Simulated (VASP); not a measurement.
Write the native input for VASP 6.6.1 that does the following.

```
Task                   : single point
Functional             : PBE
Potentials or basis    : VASP PAW PBE potentials, release 64 (Ge_d)
Cutoff                 : 520 eV
k mesh                 : 8 × 8 × 8
Occupations            : gaussian, width 0.1 eV
Spin                   : no spin polarisation
Dipole correction      : no
Further INCAR settings : ALGO = Normal; EDIFF = 1e-07; NBANDS = 21
```

The structure of Ge lies in POSCAR:

```
Ge
1.0
   -2.4538459942      2.4538459942      1.3910610919
    2.4538459942     -2.4538459942      1.3910610919
    2.4538459942      2.4538459942     -1.3910610919
Ge
2
Direct
    0.2500000000      0.7500000000      0.5000000000
    0.5000000000      0.5000000000      0.0000000000
```

These files were run (other wordings do the same):

INCAR

```
SYSTEM = Ge
PREC = Accurate ; ENCUT = 520
EDIFF = 1E-7 ; ISMEAR = 0
SIGMA = 0.1 ; LREAL = .FALSE.
LASPH = .TRUE. ; NELM = 60
ALGO = Normal ; ISIF = 2
LWAVE = .FALSE. ; LCHARG = .FALSE.
GGA = PE ; NBANDS = 21
```

KPOINTS

```
regular mesh
0
G
  8 8 8
  0 0 0
```

Potentials or basis: VASP PAW PBE potentials, release 64 (Ge_d).

Run with:

```console
$ cat potpaw_PBE.64/Ge_d/POTCAR > POTCAR
$ mpirun -np 1 vasp_std > vasp.out
```

It gave:

```json
{
 "Pressure": "13.3 GPa",
 "Band gap on the k mesh": "zero (bands 14 and 15 overlap by 5.24 eV)"
}
```

Caveat: the cell stands under pressure.

Wall time 53 s on 1 thread of Intel Xeon 8259CL, on a shared host, peak memory 0.17 GiB.
